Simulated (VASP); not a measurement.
Write the native input for VASP 6.6.1 that does the following.

```yaml
Task: single point
Functional: PBE
Potentials_or_basis: VASP PAW PBE potentials, release 64 (Al, In_d, N)
Cutoff: 520 eV
k_mesh: 6 × 6 × 6
Occupations: gaussian, width 0.05 eV
Spin: no spin polarisation
Dipole_correction: no
Further_INCAR_settings: ALGO = Normal; EDIFF = 1e-07; NBANDS = 46
```

The structure of Al2InN3 lies in POSCAR:

```
Al2InN3
1.0
    5.0604954574     -2.9891908733      0.0000000000
    5.0604954574      2.9891908733      0.0000000000
    0.0000000000      0.0000000000      5.4027336333
Al In N
4 2 6
Direct
    0.0084427086      0.3348641725      0.9917411822
    0.6651358275      0.9915572914      0.9917411822
    0.9915572914      0.6651358275      0.4917411822
    0.3348641725      0.0084427086      0.4917411822
    0.3220722962      0.6779277038      0.9869930315
    0.6779277038      0.3220722962      0.4869930315
    0.0367610679      0.3336262977      0.3556963910
    0.6663737023      0.9632389321      0.3556963910
    0.9632389321      0.6663737023      0.8556963910
    0.3336262977      0.0367610679      0.8556963910
    0.2982358752      0.7017641248      0.4061317922
    0.7017641248      0.2982358752      0.9061317922
```

The input as run:

INCAR

```
SYSTEM = Al2InN3
PREC = Accurate ; ENCUT = 520
EDIFF = 1E-7 ; ISMEAR = 0
SIGMA = 0.05 ; LREAL = .FALSE.
LASPH = .TRUE. ; NELM = 60
ALGO = Normal ; ISIF = 2
LWAVE = .FALSE. ; LCHARG = .FALSE.
GGA = PE ; NBANDS = 46
```

KPOINTS

```
Automatic mesh
0
G
  6 6 6
  0 0 0
```

Potentials or basis: VASP PAW PBE potentials, release 64 (Al, In_d, N).

Launch:

```console
$ cat potpaw_PBE.64/Al/POTCAR potpaw_PBE.64/In_d/POTCAR potpaw_PBE.64/N/POTCAR > POTCAR
$ mpirun -np 1 vasp_std > vasp.out
```

It gave:

The pressure is -15.0 GPa, the largest force is 0.142 eV/Å and the band gap on the k mesh is 1.52 eV.

Caveat: the stress differs along the axes, from -19 to -13 GPa; spin-orbit coupling is left out, which moves the levels of the heavy elements.

It took 9.8 min on 1 thread of Oxide Virtual Turin-like Processor, on a shared host, peak memory 0.45 GiB.
